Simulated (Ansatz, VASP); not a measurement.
## Hf in VASP and in Ansatz

INCAR

```
ALGO = Normal
EDIFF = 1E-7
EDIFFG = -0.005
ENCUT = 500
GGA = PS
GGA_COMPAT = F
IBRION = 2
ISIF = 3
ISMEAR = -1
LASPH = T
LCHARG = F
LREAL = F
LWAVE = F
NELM = 120
NELMIN = 4
NSW = 60
PREC = Accurate
SIGMA = 0.08
```

File KPOINTS:

```
k-points
0
Gamma
  13 13 13
```

Contents of POSCAR:

```
Hf
1.0
    2.8582916428      0.0000000000      0.0000000000
    0.0000000000      2.8582916428      0.0000000000
    0.0000000000      0.0000000000      2.8582916428
Hf
1
Direct
    0.0000000000      0.0000000000      0.0000000000
```

Input for Ansatz:

```yaml
crystal:
  lattice:
    - [2.8582916428, 0.0, 0.0]
    - [0.0, 2.8582916428, 0.0]
    - [0.0, 0.0, 2.8582916428]
  atoms:
    - { symbol: Hf, position: [0.0, 0.0, 0.0] }
kpoints:
  mp_grid: { grid: [13, 13, 13] }
scf:
  occupations: { method: fermi_dirac, width: 0.08 }
hamiltonian:
  xc: pbesol
  pseudopotentials: { kind: paw }
output:
  forces: true
  stress: true
relax:
  f_tol: 0.005
  max_steps: 40
  cell: {}
basis:
  xc_grid: 2
```

Alike in both runs: task relaxation of cell and atoms; functional PBEsol; k mesh 13 × 13 × 13; occupations fermi-dirac, width 0.08 eV; no spin polarisation.

|  | VASP | Ansatz |
| --- | --- | --- |
| version | VASP 6.6.1 | Ansatz 0.2.0 |
| potentials or method | VASP PAW PBE potentials, release 64 (Hf_pv) | PAW with Ansatz's default frozen-core files, scalar-relativistic |
| plane-wave cutoff (eV) | 500 | 420 |
| valence electrons in the cell | 10 | 26 |

Ansatz gave:

| Property | Result |
| --- | --- |
| relaxed volume (Å³/atom) | 23.54 |
| relaxed cell length with the largest relative difference (Å) | 2.866 |

Problem. Estimate VASP's values.

Solution. Relaxed volume (Å³/atom): 23.46; relaxed cell length with the largest relative difference (Å): 2.863.

VASP's potentials were made for PBE, not for PBEsol. VASP's potentials hold 10 valence electrons a cell and Ansatz's 26, so a difference there can come from the potentials and not from the codes.

Spin-orbit coupling is off throughout.
